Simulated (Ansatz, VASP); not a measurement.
**RbLi3Rh in VASP and in Ansatz**

```xyz
5
Lattice="4.7193 0.0000 0.0000 0.0000 4.7193 0.0000 0.0000 0.0000 4.7193" Properties=species:S:1:pos:R:3 pbc="T T T"
Rb    0.0000    0.0000    0.0000
Li    2.3596    0.0000    0.0000
Li    0.0000    2.3596    0.0000
Li    0.0000    0.0000    2.3596
Rh    2.3596    2.3596    2.3596
```

Alike in both runs: functional PBE; k mesh 8 × 8 × 8; occupations gaussian, width 0.1 eV; collinear spin.

Ansatz relaxed the structure, and its values are those at the end. VASP's run is a single point on that final structure, the one shown.

```csv
,VASP,Ansatz
version,VASP 6.6.1,Ansatz 0.2.0
potentials or method,"VASP PAW PBE potentials, release 64 (Rb_sv, Li_sv, Rh_pv), cutoff 520 eV","scalar-relativistic, plane waves, PAW"
valence electrons in the cell,33,35
```

|  | VASP | Ansatz | Ansatz less VASP |
| --- | --- | --- | --- |
| gap on the k mesh at the Fermi level (eV) | none | none | - |
| net moment per atom (μB) | 0.00 | 0.00 | 0.000 |

A gap of «none» marks a metal or a gap that the smearing closes. The functional is the same, so the differences come from potentials, cutoffs and numerics. VASP's potentials hold 33 valence electrons a cell and Ansatz's 35, so a difference there can come from the potentials and not from the codes. Ansatz's warnings: seeded moment not kept.

Noted on VASP's run: the cutoff is short for stress, so the pressure is rough.
